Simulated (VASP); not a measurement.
Input of a VASP 6.6.1 run:

The input INCAR:

```
SYSTEM = Rh
ALGO = Fast
EDIFF = 1E-6
ENCUT = 520
GGA = PS
ISIF = 2
ISMEAR = 0
LASPH = .TRUE.
LCHARG = .FALSE.
LREAL = .FALSE.
LWAVE = .FALSE.
NBANDS = 22
NELM = 60
PREC = Accurate
SIGMA = 0.15
```

The input KPOINTS:

```
k-points
0
G
  18 18 12
  0 0 0
```

File POSCAR:

```
Rh
1.0
    2.6490496710      0.0000000000      0.0000000000
   -1.3245248355      2.2941443109      0.0000000000
    0.0000000000      0.0000000000      4.3620616650
Rh
2
Direct
    0.6666666667      0.3333333333      0.7500000000
    0.3333333333      0.6666666667      0.2500000000
```

Potentials or basis: VASP PAW PBE potentials, release 64 (Rh_pv).

Command:

```sh
$ cat potpaw_PBE.64/Rh_pv/POTCAR > POTCAR
$ mpirun -np 1 vasp_std > vasp.out
```

(1) Predict the pressure.

(2) Predict the band gap on the k mesh.

## Answers

(1) 6.9 GPa.

(2) zero (band 15 reaches 13.27 eV, above the bottom of band 16 at 10.62 eV).

Caveat: the cell differs from its parent crystal (strain -0.030 along x and y, -0.015 along z); the PAW data sets were made with another functional, which shifts forces and pressure a little.
